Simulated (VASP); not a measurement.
# Sc (Fmmm) in VASP: single point with r2SCAN

Aim: the single point of Sc with r2SCAN.

All numbers are computed with VASP 6.6.1; they aren't measurements. Logs are shortened: lines on timing, memory, paths and dates and some standing lists are left out, and cuts for length are marked.

## 1. The cell of the first run

It takes space group Fmmm (No. 69, orthorhombic). Conventional cell: a = 4.439 Å, b = 4.541 Å, c = 4.643 Å, α = 90.00°, β = 90.00°, γ = 90.00°. Within 4.2 Å of Sc (site symmetry mmm) lie 12 Sc at 3.18 to 3.25 Å.

## 2. Single point, r2SCAN (strain +0.0225 x Voigt [1, -1, 0, 0, 0, 0])

Input file POSCAR:

```
Sc
1.0
    0.0000000000      2.2194137500      2.2705000000
    2.3215862500      0.0000000000      2.2705000000
    2.3215862500      2.2194137500      0.0000000000
Sc
1
Direct
    0.0000000000      0.0000000000      0.0000000000
```

Input file INCAR.step1:

```
ALGO     = Normal         # electronic algorithm
EDIFF    = 1E-4           # SCF threshold, eV
ENCUT    = 520            # plane-wave cutoff, eV
GGA      = PE             # functional
ISMEAR   = 0              # smearing method
LASPH    = T              # aspherical terms in the spheres
LCHARG   = F              # write CHGCAR
LREAL    = F              # projectors in reciprocal space
LWAVE    = T              # write WAVECAR
NBANDS   = 12             # bands
NELM     = 60             # most SCF steps
PREC     = Accurate       # precision mode
SIGMA    = 0.15           # smearing width, eV
```

Input file INCAR.step2:

```
ALGO     = Normal         # electronic algorithm
EDIFF    = 1E-6           # SCF threshold, eV
ENCUT    = 520            # plane-wave cutoff, eV
ISIF     = 2              # what is computed and relaxed
ISMEAR   = 0              # smearing method
ISTART   = 1            
LASPH    = T              # aspherical terms in the spheres
LCHARG   = T              # write CHGCAR
LELF     = T              # ELF
LMIXTAU  = T            
LREAL    = F              # projectors in reciprocal space
LVHAR    = T            
LWAVE    = F              # write WAVECAR
METAGGA  = R2SCAN         # meta-GGA
NBANDS   = 12             # bands
NELM     = 60             # most SCF steps
PREC     = Accurate       # precision mode
SIGMA    = 0.15           # smearing width, eV
```

Input file KPOINTS:

```
k-points
0
Gamma
  18 18 18
```

Potentials or basis: VASP PAW PBE potentials, release 64 (Sc_sv).

The run is started by

```console
$ cat potpaw_PBE.64/Sc_sv/POTCAR > POTCAR
$ cp INCAR.step1 INCAR
$ mpirun -np 1 vasp_std > vasp.out
$ cp INCAR.step2 INCAR
$ mpirun -np 1 vasp_std > vasp.out
```

OUTCAR:

```text
EDIFF = 1E-6
   ENCUT = 520
   ISIF = 2
   ISMEAR = 0
   ISTART = 1
   LASPH = T
   LREAL = F
   METAGGA = R2SCAN
   NELM = 60
   PREC = Accurate

 ion  position               nearest neighbor table
   1  0.000  0.000  0.000-

  LATTYP: Found a face centered orthorhombic cell.
 ALAT       =     4.4388275000
 B/A-ratio  =     1.0230179028
 C/A-ratio  =     1.0460358056

  Lattice vectors:

 A1 = (  -2.3215862500,   0.0000000000,  -2.2705000000)
 A2 = (  -2.3215862500,   2.2194137500,   0.0000000000)
 A3 = (   0.0000000000,   2.2194137500,  -2.2705000000)

Analysis of symmetry for initial positions (statically):
=====================================================================
 Subroutine PRICEL returns:
 Original cell was already a primitive cell.

 Routine SETGRP: Setting up the symmetry group for a
 face centered orthorhombic supercell.

 Subroutine GETGRP returns: Found  8 space group operations
 (whereof  8 operations were pure point group operations)
 out of a pool of  8 trial point group operations.

The static configuration has the point symmetry D_2h.

Analysis of symmetry for dynamics (positions and initial velocities):
=====================================================================
 Subroutine PRICEL returns:
 Original cell was already a primitive cell.

 Routine SETGRP: Setting up the symmetry group for a
 face centered orthorhombic supercell.

 Subroutine GETGRP returns: Found  8 space group operations
 (whereof  8 operations were pure point group operations)
 out of a pool of  8 trial point group operations.

The dynamic configuration has the point symmetry D_2h.

 Subroutine INISYM returns: Found  8 space group operations
 (whereof  8 operations are pure point group operations),
 and found     1 'primitive' translations

----------------------------------------------------------------------------------------

                                     Primitive cell

  volume of cell :      23.3978

  direct lattice vectors                    reciprocal lattice vectors
     0.000000000  2.219413750  2.270500000    -0.215369987  0.225284718  0.220215811
     2.321586250  0.000000000  2.270500000     0.215369987 -0.225284718  0.220215811
     2.321586250  2.219413750  0.000000000     0.215369987  0.225284718 -0.220215811

  length of vectors
     3.175053959  3.247296255  3.211784568     0.381618185  0.381618185  0.381618185

  position of ions in fractional coordinates (direct lattice)
     0.000000000  0.000000000  0.000000000

  ion indices of the primitive-cell ions
   primitive index   ion index
                 1           1

----------------------------------------------------------------------------------------

 KPOINTS: k-points

Automatic generation of k-mesh.
 Grid dimensions read from file:
 generate k-points for:   18   18   18

 Generating k-lattice:

  Cartesian coordinates                     Fractional coordinates (reciprocal lattice)
    -0.011964999  0.012515818  0.012234212     0.055555556 -0.000000000 -0.000000000
     0.011964999 -0.012515818  0.012234212    -0.000000000  0.055555556  0.000000000
     0.011964999  0.012515818 -0.012234212     0.000000000  0.000000000  0.055555556

  Length of vectors
     0.021201010  0.021201010  0.021201010

  Shift w.r.t. Gamma in fractional coordinates (k-lattice)
     0.000000000  0.000000000  0.000000000

 Subroutine IBZKPT returns following result:
 ===========================================

 Found    865 irreducible k-points:

 Following reciprocal coordinates:
            Coordinates               Weight
  0.000000  0.000000  0.000000      1.000000
  0.055556 -0.000000  0.000000      8.000000
  0.111111 -0.000000  0.000000      8.000000
  0.166667 -0.000000  0.000000      8.000000
  0.222222 -0.000000  0.000000      8.000000
  0.277778 -0.000000  0.000000      8.000000
[... 16 lines left out ...]
 -0.277778  0.055556  0.000000      8.000000
 -0.222222  0.055556  0.000000      8.000000
 [... further k-points ...]
   k-points           NKPTS =    865   k-points in BZ     NKDIM =    865   number of bands    NBANDS=     12
   number of dos      NEDOS =    301   number of ions     NIONS =      1
   total plane-waves  NPLWV =  13824
   dimension x,y,z NGX =    24 NGY =   24 NGZ =   24
   dimension x,y,z NGXF=    48 NGYF=   48 NGZF=   48
   ions per type =               1
   NGX,Y,Z   is equivalent  to a cutoff of  12.57, 12.29, 12.42 a.u.
   NGXF,Y,Z  is equivalent  to a cutoff of  25.13, 24.57, 24.85 a.u.
 SYSTEM =  unknown system
   PREC   = accura    normal or accurate (medium, high low for compatibility)
   ISTART =      1    job   : 0-new  1-cont  2-samecut
   ICHARG =      0    charge: 1-file 2-atom 10-const
   ISPIN  =      1    spin polarized calculation?
   LNONCOLLINEAR =      F non collinear calculations
   LSORBIT =      F    spin-orbit coupling
   LASPH  =      T    aspherical Exc in radial PAW
   ENCUT  =  520.0 eV  38.22 Ry    6.18 a.u.   5.90  6.04  5.97*2*pi/ulx,y,z
   NELM   =     60;   NELMIN=  2; NELMDL=  0     # of ELM steps
   EDIFF  = 0.1E-05   stopping-criterion for ELM
   LREAL  =      F    real-space projection
   EDIFFG = 0.1E-04   stopping-criterion for IOM
   NSW    =      0    number of steps for IOM
   IBRION =     -1    ionic relax: 0-MD 1-quasi-New 2-CG
   NFREE  =      0    steps in history (QN), initial steepest desc. (CG)
   ISIF   =      2    stress and relaxation
   ISYM   =      2    0-nonsym 1-usesym 2-fastsym
   POTIM  = 0.5000    time-step for ionic-motion
   TEBEG  =    0.0;   TEEND  =   0.0 temperature during run
   PSTRESS=    0.0 pullay stress
   NELECT =      11.0000    total number of electrons
   NUPDOWN=      -1.0000    fix difference up-down
   EMIN   =  10.00;   EMAX   =-10.00  energy-range for DOS
   EFERMI =   0.00;   METHOD = LEGACY
   ISMEAR =     0;   SIGMA  =   0.15  broadening in eV -4-tet -1-fermi 0-gaus
   EFERMI_NEDOS =   21; number of points for ismear=-14 and -15
   IALGO  =     38    algorithm
   IMIX   =      4    mixing-type and parameters
     AMIX     =   0.40;   BMIX     =  1.00
     AMIX_MAG =   1.60;   BMIX_MAG =  1.00
  volume/ion in A,a.u.               =      23.40       157.90
  Fermi-wavevector in a.u.,A,eV,Ry     =   1.272958  2.405542 22.047193  1.620423
  Thomas-Fermi vector in A             =   2.405808
   LORBIT       =      0    0 simple, 1 ext, 2 COOP (PROOUT), +10 PAW based schemes
   METAGGA = R2SCAN    functional components
   LHFCALC =     F    Hartree Fock is set to
   AEXX    =    0.0000 exact exchange contribution
   IVDW    =     0    specifies the selected vdW correction
   LEPSILON=     F    determine dielectric tensor
   LRPA    =     F    only Hartree local field effects (RPA)
 non-spin polarized calculation
 Gauss-broadening in eV      SIGMA  =   0.15
  energy-cutoff  :      520.00
  volume of cell :       23.40
 maximum number of plane-waves:       644
   NGX = 11   NGY = 13   NGZ = 11

 number of electron      10.9999998 magnetization

 Free energy of the ion-electron system (eV)
  ---------------------------------------------------
  ext. energy  EPLUGINS =         0.00000000
  ---------------------------------------------------
  free energy    TOTEN  =       -11.28372992 eV

  energy without entropy =      -11.26293290  energy(sigma->0) =      -11.27333141

 E-fermi :   4.1024     XC(G=0): -10.8374

 val. band max:        4.1023893805   @ k =  -0.3889   0.2222   0.3889
 cond. band min:       4.1031701696   @ k =   0.3333   0.4444   0.1111
 fundamental gap:      0.0007807891
 Fermi energy:         4.1024044791

 k-point     1 :       0.0000    0.0000    0.0000
  band No.  band energies     occupation
      1     -47.3033      2.00000
      2     -24.7104      2.00000
      3     -24.7062      2.00000
      4     -24.6991      2.00000
      5      -1.5693      2.00000
      6       5.8367      0.00000
      7       5.9853      0.00000
      8       6.1219      0.00000
      9       7.3827      0.00000
     10       7.6768      0.00000
     11      17.3778      0.00000
     12      20.8577      0.00000

 k-point     2 :       0.0556   -0.0000    0.0000
  band No.  band energies     occupation
      1     -47.3010      2.00000
      2     -24.7223      2.00000
      3     -24.7096      2.00000
      4     -24.7031      2.00000
      5      -1.4828      2.00000
      6       5.8270      0.00000
      7       5.9837      0.00000
      8       6.1274      0.00000
      9       7.3619      0.00000
     10       7.6481      0.00000
     11      17.4653      0.00000
     12      20.4428      0.00000

 k-point     3 :       0.1111   -0.0000    0.0000
  band No.  band energies     occupation
      1     -47.2943      2.00000
      2     -24.7656      2.00000
      3     -24.7143      2.00000
      4     -24.7102      2.00000
      5      -1.2279      2.00000
      6       5.6932      0.00000
      7       6.0244      0.00000
      8       6.1931      0.00000
      9       7.3192      0.00000
     10       7.5779      0.00000
     11      17.6353      0.00000
     12      19.2243      0.00000

 k-point     4 :       0.1667   -0.0000    0.0000
  band No.  band energies     occupation
      1     -47.2840      2.00000
      2     -24.8325      2.00000
      3     -24.7215      2.00000
      4     -24.7199      2.00000
      5      -0.8190      2.00000
      6       5.4315      0.00000
      7       6.0931      0.00000
      8       6.2905      0.00000
      9       7.3144      0.00000
     10       7.5165      0.00000
     11      17.3101      0.00000
     12      18.3666      0.00000

 k-point     5 :       0.2222   -0.0000    0.0000
  band No.  band energies     occupation
      1     -47.2713      2.00000
      2     -24.9138      2.00000
      3     -24.7330      2.00000
      4     -24.7290      2.00000
      5      -0.2810      2.00000
      6       5.1236      0.00000
      7       6.1005      0.00000
      8       6.3410      0.00000
      9       7.4239      0.00000
     10       7.5417      0.00000
     11      16.1227      0.00000
     12      18.1922      0.00000
[... 228 lines left out ...]
      1     -47.2308      2.00000
      2     -25.1547      2.00000
      3     -24.7807      2.00000
      4     -24.7571      2.00000
      5       1.8473      2.00000
      6       4.3125      0.04757
      7       5.7461      0.00000
      8       6.0648      0.00000
      9       8.1704      0.00000
     10       8.5045      0.00000
     11      12.4265      0.00000
     12      16.9749      0.00000

 k-point    22 :      -0.3333    0.0556   -0.0000
  band No.  band energies     occupation
      1     -47.2400      2.00000
      2     -25.0988      2.00000
      3     -24.7738      2.00000
      4     -24.7489      2.00000
      5       1.2839      2.00000
      6       4.4772      0.00041
      7       5.8402      0.00000
      8       6.1658      0.00000
      9       7.8724      0.00000
     10       8.2779      0.00000
     11      13.3474      0.00000
     12      17.3097      0.00000

 k-point    23 :      -0.2778    0.0556    0.0000
  band No.  band energies     occupation
      1     -47.2520      2.00000
      2     -25.0255      2.00000
      3     -24.7639      2.00000
      4     -24.7390      2.00000
      5       0.6326      2.00000
      6       4.7097      0.00000
      7       5.9615      0.00000
      8       6.2815      0.00000
      9       7.5591      0.00000
     10       8.0064      0.00000
     11      14.4848      0.00000
     12      17.7059      0.00000

 k-point    24 :      -0.2222    0.0556    0.0000
  band No.  band energies     occupation
      1     -47.2653      2.00000
      2     -24.9432      2.00000
      3     -24.7520      2.00000
      4     -24.7286      2.00000
      5      -0.0111      2.00000
      6       4.9897      0.00000
      7       6.0755      0.00000
      8       6.3557      0.00000
      9       7.3121      0.00000
     10       7.7646      0.00000
     11      15.7372      0.00000
     12      18.0376      0.00000

 [... further k-points ...]

------------------------ aborting loop because EDIFF is reached ----------------------------------------

  FORCE on cell =-STRESS in cart. coord.  units (eV):
  Direction    XX          YY          ZZ          XY          YZ          ZX
  --------------------------------------------------------------------------------------
  -------------------------------------------------------------------------------------
  Total        0.5794550      0.6687956      0.6298121      0.0000000      0.0000000      0.0000000
  in kB       39.6785385     45.7961977     43.1267743      0.0000000      0.0000000      0.0000000
  external PRESSURE =      42.8671701 kB  Pullay stress =       0.0000000 kB

 VOLUME and BASIS-vectors are now :
 -----------------------------------------------------------------------------
  energy-cutoff  :      520.00
  volume of cell :       23.40
      direct lattice vectors                 reciprocal lattice vectors
     0.000000000  2.219413750  2.270500000    -0.215369987  0.225284718  0.220215811
     2.321586250  0.000000000  2.270500000     0.215369987 -0.225284718  0.220215811
     2.321586250  2.219413750  0.000000000     0.215369987  0.225284718 -0.220215811

 POSITION                                       TOTAL-FORCE (eV/Angst)
 -----------------------------------------------------------------------------------
      0.00000      0.00000      0.00000         0.000000      0.000000     -0.000000
 -----------------------------------------------------------------------------------
    total drift:                                0.000000      0.000000     -0.000000

  FREE ENERGIE OF THE ION-ELECTRON SYSTEM (eV)
  ---------------------------------------------------
  free  energy   TOTEN  =       -11.2837299230 eV

  energy  without entropy=      -11.2629329042  energy(sigma->0) =      -11.27333141
```

Wall time 12 min (1 thread of Intel Xeon 8259CL, shared host); peak memory 0.34 GiB.

What came out:

| Property | Result |
| --- | --- |
| Free energy | -11.2837 eV |
| Pressure | 4.3 GPa |
| Band gap on the k mesh | zero (an odd number of electrons rules out a gap without spin polarisation) |

Stress tensor (GPa, compression positive):
```
3.97 0.00 0.00
0.00 4.58 0.00
0.00 0.00 4.31
```

Caveat: the cell differs from its parent crystal (strain +0.0225 x Voigt [1, -1, 0, 0, 0, 0]); the cell stands under pressure; the PAW data sets were made with another functional, which shifts forces and pressure a little.
